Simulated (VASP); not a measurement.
# Cr (Im-3m) in VASP: further runs

Runs on Cr. Level: PBE. Tasks: electric field gradients.

Program: VASP 6.6.1. These are calculated values, not measurements. Logs are shortened: lines on timing, memory, paths and dates and some standing lists are left out, and cuts for length are marked.

## Step 1: The cell of the first run

It takes space group Im-3m (No. 229, cubic). The conventional cell has a = 2.909 Å, b = 2.909 Å, c = 2.909 Å, α = 90.00°, β = 90.00°, γ = 90.00°. Cr (site symmetry m-3m) has 14 Cr at 2.52 to 2.91 Å within 3.3 Å.

## Step 2: Electric field gradients, PBE, collinear spin, antiferromagnetic start (volume scaled by 0.9405)

Contents of INCAR:

```
PREC = Accurate
ENCUT = 520
EDIFF = 1E-8
ISMEAR = -1
SIGMA = 0.05
LREAL = False
LASPH = True
NELM = 150
ALGO = Normal
ISIF = 2
LWAVE = False
LCHARG = False
ISPIN = 2
MAGMOM = -3 3
LORBIT = 11
LMAXMIX = 4
GGA = PE
LEFG = True
NBANDS = 23
```

Contents of KPOINTS:

```
Automatic mesh
0
Gamma
  11 11 11
```

Contents of POSCAR:

```
Cr
1.0
    2.9088081297      0.0000000000      0.0000000000
    0.0000000000      2.9088081297      0.0000000000
    0.0000000000      0.0000000000      2.9088081297
Cr
2
Direct
    0.0000000000      0.0000000000      0.0000000000
    0.5000000000      0.5000000000      0.5000000000
```

Potentials or basis: VASP PAW PBE potentials, release 64 (Cr_pv).

On the command line:

```bash
$ cat potpaw_PBE.64/Cr_pv/POTCAR > POTCAR
$ mpirun -np 1 vasp_std > vasp.out
```

OUTCAR:

```text
PREC = Accurate
   ENCUT = 520
   EDIFF = 1E-8
   ISMEAR = -1
   LREAL = False
   LASPH = True
   NELM = 150
   ISIF = 2
   ISPIN = 2
   LORBIT = 11
   GGA = PE

 ion  position               nearest neighbor table
   1  0.000  0.000  0.000-   2 2.52   2 2.52   2 2.52   2 2.52   2 2.52   2 2.52   2 2.52   2 2.52

   2  0.500  0.500  0.500-   1 2.52   1 2.52   1 2.52   1 2.52   1 2.52   1 2.52   1 2.52   1 2.52

  LATTYP: Found a simple cubic cell.
 ALAT       =     2.9088081297

  Lattice vectors:

 A1 = (   2.9088081297,   0.0000000000,   0.0000000000)
 A2 = (   0.0000000000,   2.9088081297,   0.0000000000)
 A3 = (   0.0000000000,   0.0000000000,   2.9088081297)

Analysis of symmetry for initial positions (statically):
=====================================================================
 Subroutine PRICEL returns following result:

  LATTYP: Found a body centered cubic cell.
 ALAT       =     2.9088081297
[... 12 lines left out ...]
 Subroutine GETGRP returns: Found 48 space group operations
 (whereof 48 operations were pure point group operations)
 out of a pool of 48 trial point group operations.

The static configuration has the point symmetry O_h .

Analysis of symmetry for dynamics (positions and initial velocities):
=====================================================================
 Subroutine PRICEL returns following result:

  LATTYP: Found a body centered cubic cell.
 ALAT       =     2.9088081297
[... 12 lines left out ...]
 Subroutine GETGRP returns: Found 48 space group operations
 (whereof 48 operations were pure point group operations)
 out of a pool of 48 trial point group operations.

The dynamic configuration has the point symmetry O_h .

Analysis of structural, dynamic, and magnetic symmetry:
=====================================================================
 Subroutine PRICEL returns following result:

  LATTYP: Found a body centered cubic cell.
 ALAT       =     2.9088081297
[... 12 lines left out ...]
 Subroutine GETGRP returns: Found 48 space group operations
 (whereof 48 operations were pure point group operations)
 out of a pool of 48 trial point group operations.

The overall configuration has the point symmetry O_h .

 Subroutine INISYM returns: Found 48 space group operations
 (whereof 48 operations are pure point group operations),
 and found     2 'primitive' translations

----------------------------------------------------------------------------------------

                                     Primitive cell

  volume of cell :      12.3060

  direct lattice vectors                    reciprocal lattice vectors
     1.454404065  1.454404065 -1.454404065     0.343783418  0.343783418  0.000000000
    -1.454404065  1.454404065  1.454404065     0.000000000  0.343783418  0.343783418
     1.454404065 -1.454404065  1.454404065     0.343783418  0.000000000  0.343783418

  length of vectors
     2.519101735  2.519101735  2.519101735     0.486183172  0.486183172  0.486183172

  position of ions in fractional coordinates (direct lattice)
     0.000000000  0.000000000  0.000000000

  ion indices of the primitive-cell ions
   primitive index   ion index
                 1           1

----------------------------------------------------------------------------------------

 KPOINTS: Automatic mesh

Automatic generation of k-mesh.
 Grid dimensions read from file:
 generate k-points for:   11   11   11

 Generating k-lattice:

  Cartesian coordinates                     Fractional coordinates (reciprocal lattice)
     0.031253038  0.000000000  0.000000000     0.090909091  0.000000000  0.000000000
     0.000000000  0.031253038  0.000000000     0.000000000  0.090909091  0.000000000
     0.000000000  0.000000000  0.031253038     0.000000000  0.000000000  0.090909091

[... 56 lines left out ...]
   EDIFF  = 0.1E-07   stopping-criterion for ELM
   LREAL  =      F    real-space projection
   EDIFFG = 0.1E-06   stopping-criterion for IOM
   NSW    =      0    number of steps for IOM
   IBRION =     -1    ionic relax: 0-MD 1-quasi-New 2-CG
   NFREE  =      0    steps in history (QN), initial steepest desc. (CG)
   ISIF   =      2    stress and relaxation
   ISYM   =      2    0-nonsym 1-usesym 2-fastsym
   POTIM  = 0.5000    time-step for ionic-motion
   TEBEG  =    0.0;   TEEND  =   0.0 temperature during run
   PSTRESS=    0.0 pullay stress
   NELECT =      24.0000    total number of electrons
   NUPDOWN=      -1.0000    fix difference up-down
   EMIN   =  10.00;   EMAX   =-10.00  energy-range for DOS
   EFERMI =   0.00;   METHOD = LEGACY
   ISMEAR =    -1;   SIGMA  =   0.05  broadening in eV -4-tet -1-fermi 0-gaus
   EFERMI_NEDOS =   21; number of points for ismear=-14 and -15
   IALGO  =     38    algorithm
   IMIX   =      4    mixing-type and parameters
     AMIX     =   0.40;   BMIX     =  1.00
     AMIX_MAG =   1.60;   BMIX_MAG =  1.00
  volume/ion in A,a.u.               =      12.31        83.04
  Fermi-wavevector in a.u.,A,eV,Ry     =   1.623417  3.067814 35.857933  2.635484
  Thomas-Fermi vector in A             =   2.716871
   LORBIT       =     11    0 simple, 1 ext, 2 COOP (PROOUT), +10 PAW based schemes
   GGA     = PE    functional components
   LHFCALC =     F    Hartree Fock is set to
   AEXX    =    0.0000 exact exchange contribution
   IVDW    =     0    specifies the selected vdW correction
   LEPSILON=     F    determine dielectric tensor
   LRPA    =     F    only Hartree local field effects (RPA)
 spin polarized calculation
  energy-cutoff  :      520.00
  volume of cell :       24.61
 maximum number of plane-waves:       691
 NGX is ok and might be reduce to    24
   NGX = 11   NGY = 11   NGZ = 11

 number of electron      23.9999999 magnetization      -0.0000000

 number of electron      23.9999999 magnetization       0.0000000

 Free energy of the ion-electron system (eV)
  ---------------------------------------------------
  ext. energy  EPLUGINS =         0.00000000
  ---------------------------------------------------
  free energy    TOTEN  =       -19.04157706 eV

  energy without entropy =      -19.03759100  energy(sigma->0) =      -19.03958403

 E-fermi :  10.0890     XC(G=0): -13.2811

 val. band max:       10.0557131713   @ k =   0.3636   0.0909   0.0000
 cond. band min:      10.1214619543   @ k =   0.4545   0.0000   0.0000
 fundamental gap:      0.0657487830
 Fermi energy:        10.0889547679

 spin component 1

 k-point     1 :       0.0000    0.0000    0.0000
  band No.  band energies     occupation
      1     -33.5381      1.00000
      2     -33.5381      1.00000
      3     -33.5381      1.00000
      4     -32.0458      1.00000
      5     -32.0458      1.00000
      6     -32.0458      1.00000
[... 613 lines left out ...]
     22      22.3207      0.00000
     23      28.0190      0.00000

 [... further k-points ...]

 spin component 2

 k-point     1 :       0.0000    0.0000    0.0000
  band No.  band energies     occupation
      1     -33.5381      1.00000
      2     -33.5381      1.00000
      3     -33.5381      1.00000
      4     -32.0458      1.00000
      5     -32.0458      1.00000
      6     -32.0458      1.00000
[... 613 lines left out ...]
     22      22.3207      0.00000
     23      28.0190      0.00000

 [... further k-points ...]

------------------------ aborting loop because EDIFF is reached ----------------------------------------

  FORCE on cell =-STRESS in cart. coord.  units (eV):
  Direction    XX          YY          ZZ          XY          YZ          ZX
  --------------------------------------------------------------------------------------
  -------------------------------------------------------------------------------------
  Total       -1.1019387     -1.1019387     -1.1019387     -0.0000000      0.0000000     -0.0000000
  in kB      -71.7336275    -71.7336275    -71.7336275     -0.0000000      0.0000000     -0.0000000
  external PRESSURE =     -71.7336275 kB  Pullay stress =       0.0000000 kB

 VOLUME and BASIS-vectors are now :
 -----------------------------------------------------------------------------
  energy-cutoff  :      520.00
  volume of cell :       24.61
      direct lattice vectors                 reciprocal lattice vectors
     2.908808130  0.000000000  0.000000000     0.343783418  0.000000000  0.000000000
     0.000000000  2.908808130  0.000000000     0.000000000  0.343783418  0.000000000
     0.000000000  0.000000000  2.908808130     0.000000000  0.000000000  0.343783418

 POSITION                                       TOTAL-FORCE (eV/Angst)
 -----------------------------------------------------------------------------------
      0.00000      0.00000      0.00000         0.000000      0.000000      0.000000
      1.45440      1.45440      1.45440        -0.000000     -0.000000     -0.000000
 -----------------------------------------------------------------------------------
    total drift:                                0.000000      0.000000     -0.000000

  FREE ENERGIE OF THE ION-ELECTRON SYSTEM (eV)
  ---------------------------------------------------
  free  energy   TOTEN  =       -19.0415770641 eV

  energy  without entropy=      -19.0375910024  energy(sigma->0) =      -19.03958403

 Electric field gradients (V/A^2)
---------------------------------------------------------------------
 ion       V_xx      V_yy      V_zz      V_xy      V_xz      V_yz
---------------------------------------------------------------------
   1       0.000    -0.000    -0.000    -0.000     0.000    -0.000
   2       0.000    -0.000    -0.000    -0.000    -0.000    -0.000
---------------------------------------------------------------------

 Electric field gradients after diagonalization (V/A^2)
 (convention: |V_zz| > |V_xx| > |V_yy|)
----------------------------------------------------------------------
 ion       V_xx      V_yy      V_zz     asymmetry (V_yy - V_xx)/ V_zz
----------------------------------------------------------------------
   1      -0.000     0.000    -0.000      -1.131
   2      -0.000     0.000    -0.000      -1.174
----------------------------------------------------------------------

           NMR quadrupolar parameters

 Cq : quadrupolar parameter    Cq=e*Q*V_zz/h
 eta: asymmetry parameters     (V_yy - V_xx)/ V_zz
 Q  : nuclear electric quadrupole moment in mb (millibarn)
----------------------------------------------------------------------
 ion       Cq(MHz)       eta       Q (mb)
----------------------------------------------------------------------
   1      -0.000      -1.131       1.000
   2      -0.000      -1.174       1.000
----------------------------------------------------------------------

 total charge

# of ion       s       p       d       tot
------------------------------------------
    1        0.417   6.364   4.150  10.932
    2        0.417   6.364   4.150  10.932
--------------------------------------------------
tot          0.835  12.728   8.301  21.864

 magnetization (x)

# of ion       s       p       d       tot
------------------------------------------
    1       -0.018  -0.012  -1.368  -1.398
    2        0.018   0.012   1.368   1.398
--------------------------------------------------
tot          0.000   0.000   0.000   0.000
```

Wall time 59 s (1 thread of Intel Xeon 6975P-C, shared host); peak memory 0.17 GiB.

What came out:

* Free energy: -19.0416 eV
* Pressure: -7.2 GPa
* Band gap on the k mesh: zero (filled and empty bands overlap)
* Net moment: 0.00 μB per cell
* Site moments: Cr -1.40, +1.40 μB
* Valence electrons inside the program's atomic spheres: Cr 10.93

Levels at points of the mesh, in eV from the Fermi level:
Spin up:
```tsv
k point	band 8	band 9	band 10	band 11	band 12	band 13	band 14	band 15	band 16	band 17
(0.00, 0.00, 0.00)	-3.89	-3.89	-0.85	-0.85	-0.85	1.25	1.25	2.57	2.57	2.57
```
Spin down:
```tsv
k point	band 10	band 11	band 12	band 13	band 14	band 15
(0.00, 0.00, 0.00)	-0.85	-0.85	-0.85	1.25	1.25	2.57
```

Caveat: without QUAD_EFG the Cq values of the log hold for a quadrupole moment of 1 mb, not for the nuclei.

## Step 3: Electric field gradients, PBE, collinear spin, antiferromagnetic start (volume scaled by 0.97)

Contents of INCAR:

```
PREC = Accurate
ENCUT = 520
EDIFF = 1E-8
ISMEAR = -1
SIGMA = 0.05
LREAL = F
LASPH = T
NELM = 150
ALGO = Normal
ISIF = 2
LWAVE = F
LCHARG = F
ISPIN = 2
MAGMOM = -3 3
LORBIT = 11
LMAXMIX = 4
GGA = PE
LEFG = T
NBANDS = 23
```

Contents of KPOINTS:

```
regular mesh
0
Gamma
  11 11 11
```

Contents of POSCAR:

```
Cr
1.0
    2.9389084223      0.0000000000      0.0000000000
    0.0000000000      2.9389084223      0.0000000000
    0.0000000000      0.0000000000      2.9389084223
Cr
2
Direct
    0.0000000000      0.0000000000      0.0000000000
    0.5000000000      0.5000000000      0.5000000000
```

Potentials or basis: VASP PAW PBE potentials, release 64 (Cr_pv).

On the command line:

```bash
$ cat potpaw_PBE.64/Cr_pv/POTCAR > POTCAR
$ mpirun -np 1 vasp_std > vasp.out
```

OUTCAR:

```text
PREC = Accurate
   ENCUT = 520
   EDIFF = 1E-8
   ISMEAR = -1
   LREAL = F
   LASPH = T
   NELM = 150
   ISIF = 2
   ISPIN = 2
   LORBIT = 11
   GGA = PE

 ion  position               nearest neighbor table
   1  0.000  0.000  0.000-   2 2.55   2 2.55   2 2.55   2 2.55   2 2.55   2 2.55   2 2.55   2 2.55

   2  0.500  0.500  0.500-   1 2.55   1 2.55   1 2.55   1 2.55   1 2.55   1 2.55   1 2.55   1 2.55

  LATTYP: Found a simple cubic cell.
 ALAT       =     2.9389084223

  Lattice vectors:

 A1 = (   2.9389084223,   0.0000000000,   0.0000000000)
 A2 = (   0.0000000000,   2.9389084223,   0.0000000000)
 A3 = (   0.0000000000,   0.0000000000,   2.9389084223)

Analysis of symmetry for initial positions (statically):
=====================================================================
 Subroutine PRICEL returns following result:

  LATTYP: Found a body centered cubic cell.
 ALAT       =     2.9389084223
[... 12 lines left out ...]
 Subroutine GETGRP returns: Found 48 space group operations
 (whereof 48 operations were pure point group operations)
 out of a pool of 48 trial point group operations.

The static configuration has the point symmetry O_h .

Analysis of symmetry for dynamics (positions and initial velocities):
=====================================================================
 Subroutine PRICEL returns following result:

  LATTYP: Found a body centered cubic cell.
 ALAT       =     2.9389084223
[... 12 lines left out ...]
 Subroutine GETGRP returns: Found 48 space group operations
 (whereof 48 operations were pure point group operations)
[... 1441 lines left out ...]
  --------------------------------------------------------------------------------------
  -------------------------------------------------------------------------------------
  Total       -1.6953026     -1.6953026     -1.6953026      0.0000000      0.0000000     -0.0000000
  in kB     -107.0039113   -107.0039113   -107.0039113      0.0000000      0.0000000     -0.0000000
  external PRESSURE =    -107.0039113 kB  Pullay stress =       0.0000000 kB

 VOLUME and BASIS-vectors are now :
 -----------------------------------------------------------------------------
  energy-cutoff  :      520.00
  volume of cell :       25.38
      direct lattice vectors                 reciprocal lattice vectors
     2.938908422  0.000000000  0.000000000     0.340262389  0.000000000  0.000000000
     0.000000000  2.938908422  0.000000000     0.000000000  0.340262389  0.000000000
     0.000000000  0.000000000  2.938908422     0.000000000  0.000000000  0.340262389

 POSITION                                       TOTAL-FORCE (eV/Angst)
 -----------------------------------------------------------------------------------
      0.00000      0.00000      0.00000         0.000000      0.000000      0.000000
      1.46945      1.46945      1.46945        -0.000000     -0.000000     -0.000000
 -----------------------------------------------------------------------------------
    total drift:                                0.000000      0.000000     -0.000000

  FREE ENERGIE OF THE ION-ELECTRON SYSTEM (eV)
  ---------------------------------------------------
  free  energy   TOTEN  =       -18.9984318242 eV

  energy  without entropy=      -18.9941036597  energy(sigma->0) =      -18.99626774

 Electric field gradients (V/A^2)
---------------------------------------------------------------------
 ion       V_xx      V_yy      V_zz      V_xy      V_xz      V_yz
---------------------------------------------------------------------
   1      -0.000    -0.000     0.000     0.000    -0.000     0.000
   2      -0.000    -0.000     0.000    -0.000    -0.000     0.000
---------------------------------------------------------------------

 Electric field gradients after diagonalization (V/A^2)
 (convention: |V_zz| > |V_xx| > |V_yy|)
----------------------------------------------------------------------
 ion       V_xx      V_yy      V_zz     asymmetry (V_yy - V_xx)/ V_zz
----------------------------------------------------------------------
   1      -0.000    -0.000     0.000       0.094
   2      -0.000    -0.000     0.000       0.090
----------------------------------------------------------------------

           NMR quadrupolar parameters

 Cq : quadrupolar parameter    Cq=e*Q*V_zz/h
 eta: asymmetry parameters     (V_yy - V_xx)/ V_zz
 Q  : nuclear electric quadrupole moment in mb (millibarn)
----------------------------------------------------------------------
 ion       Cq(MHz)       eta       Q (mb)
----------------------------------------------------------------------
   1       0.000       0.094       1.000
   2       0.000       0.090       1.000
----------------------------------------------------------------------

 total charge

# of ion       s       p       d       tot
------------------------------------------
    1        0.407   6.346   4.123  10.875
    2        0.407   6.346   4.123  10.875
--------------------------------------------------
tot          0.813  12.693   8.245  21.751

 magnetization (x)

# of ion       s       p       d       tot
------------------------------------------
    1       -0.021  -0.014  -1.570  -1.605
    2        0.021   0.014   1.570   1.605
--------------------------------------------------
tot          0.000   0.000   0.000   0.000
```

Wall time 64 s (1 thread of Intel Xeon 6975P-C, shared host); peak memory 0.18 GiB.

What came out:

* Free energy: -18.9984 eV
* Pressure: -10.7 GPa
* Band gap on the k mesh: zero (filled and empty bands overlap)
* Net moment: 0.00 μB per cell
* Site moments: Cr -1.60, +1.60 μB
* Valence electrons inside the program's atomic spheres: Cr 10.88

Levels at points of the mesh, in eV from the Fermi level:
Spin up:
| k point | band 8 | band 9 | band 10 | band 11 | band 12 | band 13 | band 14 | band 15 | band 16 | band 17 |
| --- | --- | --- | --- | --- | --- | --- | --- | --- | --- | --- |
| (0.00, 0.00, 0.00) | -3.74 | -3.74 | -0.85 | -0.85 | -0.85 | 1.24 | 1.24 | 2.54 | 2.54 | 2.54 |
Spin down:
| k point | band 9 | band 10 | band 11 | band 12 | band 13 | band 14 | band 15 | band 16 |
| --- | --- | --- | --- | --- | --- | --- | --- | --- |
| (0.00, 0.00, 0.00) | -3.74 | -0.85 | -0.85 | -0.85 | 1.24 | 1.24 | 2.54 | 2.54 |

Caveat: without QUAD_EFG the Cq values of the log hold for a quadrupole moment of 1 mb, not for the nuclei.

(Continued in part 2 of 3.)
